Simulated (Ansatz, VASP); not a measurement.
In2Sb: VASP beside Ansatz

The input INCAR:

```
ALGO     = Normal         # electronic algorithm
EDIFF    = 1E-6           # SCF threshold, eV
ENCUT    = 520            # plane-wave cutoff, eV
GGA      = PS             # functional
ISIF     = 2              # what is computed and relaxed
ISMEAR   = 0              # smearing method
LASPH    = T              # aspherical terms in the spheres
LCHARG   = F              # write CHGCAR
LREAL    = F              # projectors in reciprocal space
LWAVE    = F              # write WAVECAR
NBANDS   = 40             # bands
NELM     = 60             # most SCF steps
PREC     = Accurate       # precision mode
SIGMA    = 0.1            # smearing width, eV
```

Contents of KPOINTS:

```
k-points
0
Gamma
  6 6 3
```

POSCAR

```
In2Sb
1.0
    5.3799042018      0.0000000000      0.0000000000
   -2.6899521009      4.6591337087      0.0000000000
    0.0000000000      0.0000000000      6.7225520000
In Sb
4 2
Direct
    0.6666666667      0.3333333333      0.2500000000
    0.3333333333      0.6666666667      0.7500000000
    0.0000000000      0.0000000000      0.5000000000
    0.0000000000      0.0000000000      0.0000000000
    0.6666666667      0.3333333333      0.7500000000
    0.3333333333      0.6666666667      0.2500000000
```

Input for Ansatz:

```yaml
crystal:
  lattice:
    - [5.3799042018, 0.0, 0.0]
    - [-2.6899521009, 4.6591337087, 0.0]
    - [0.0, 0.0, 6.722552]
  atoms:
    - { symbol: In, position: [0.6666666667, 0.3333333333, 0.25] }
    - { symbol: In, position: [0.3333333333, 0.6666666667, 0.75] }
    - { symbol: In, position: [0.0, 0.0, 0.5] }
    - { symbol: In, position: [0.0, 0.0, 0.0] }
    - { symbol: Sb, position: [0.6666666667, 0.3333333333, 0.75] }
    - { symbol: Sb, position: [0.3333333333, 0.6666666667, 0.25] }
basis:
  ecutwfc: 420
kpoints:
  mp_grid: { grid: [6, 6, 3] }
hamiltonian:
  xc: pbesol
scf:
  occupations: { method: gaussian, width: 0.1 }
output:
  forces: true
  stress: true
  eigenvalues: true
```

Alike in both runs: task single point; functional PBEsol; k mesh 6 × 6 × 3; occupations gaussian, width 0.1 eV; no spin polarisation.

```csv
,VASP,Ansatz
version,VASP 6.6.1,Ansatz 0.2.0
potentials or method,"VASP PAW PBE potentials, release 64 (In_d, Sb), cutoff 520 eV","scalar-relativistic, plane waves, PAW"
valence electrons in the cell,62,82
```

Ansatz gave:

| Property | Result |
| --- | --- |
| gap on the k mesh at the Fermi level (eV) | none |
| pressure (GPa) | -2.3 |
| traceless stress, the component that is largest in VASP (GPa) | -2.73 |

Problem. Which values does VASP return?

Solution. gap on the k mesh at the Fermi level (eV): none; pressure (GPa): -2.3; traceless stress, the component that is largest in VASP (GPa): -2.75.

VASP's potentials were made for PBE, not for PBEsol. A gap of «none» marks a metal or a gap that the smearing closes. VASP's potentials hold 62 valence electrons a cell and Ansatz's 82, so a difference there can come from the potentials and not from the codes.

Spin-orbit coupling is off throughout.
